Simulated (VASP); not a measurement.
Input of a VASP 6.6.1 run:

INCAR

```
SYSTEM = O
PREC     = Accurate       ! precision mode
ENCUT    = 520            ! plane-wave cutoff, eV
EDIFF    = 1E-6           ! SCF threshold, eV
ISMEAR   = -1             ! smearing method
SIGMA    = 0.02           ! smearing width, eV
LREAL    = .False.        ! projectors in reciprocal space
LASPH    = .True.         ! aspherical terms in the spheres
NELM     = 150            ! most SCF steps
ALGO     = Normal         ! electronic algorithm
ISIF     = 2              ! what is computed and relaxed
LWAVE    = .False.        ! write WAVECAR
LCHARG   = .False.        ! write CHGCAR
ISPIN    = 2              ! spin polarisation
MAGMOM   = 1 1            ! initial moments
LORBIT   = 11             ! projections on sites
GGA      = CA             ! functional
IBRION   = 2              ! ionic algorithm
NSW      = 80             ! ionic steps
EDIFFG   = -0.03          ! ionic threshold
```

Contents of KPOINTS:

```
Automatic mesh
0
Gamma
  1 1 1
  0 0 0
```

Contents of POSCAR:

```
O
1.0
    9.0000000000      0.0000000000      0.0000000000
    0.0000000000      9.5000000000      0.0000000000
    0.0000000000      0.0000000000     10.0000000000
O
2
Direct
    0.5000000000      0.5000000000      0.4385000000
    0.5000000000      0.5000000000      0.5615000000
```

Potentials or basis: VASP PAW LDA potentials, release 64 (O).

The run is started by

```sh
$ cat potpaw_LDA.64/O/POTCAR > POTCAR
$ mpirun -np 1 vasp_gam > vasp.out
```

(1) Estimate the energy gained by relaxing.

(2) Predict the site moments.

(3) What does it give for the net moment?

## Answers

(1) 1.5 meV/atom.

(2) O +0.81 μB.

(3) 2.00 μB per cell.

Caveat: the standard files for N, O and F lose accuracy on very short bonds.
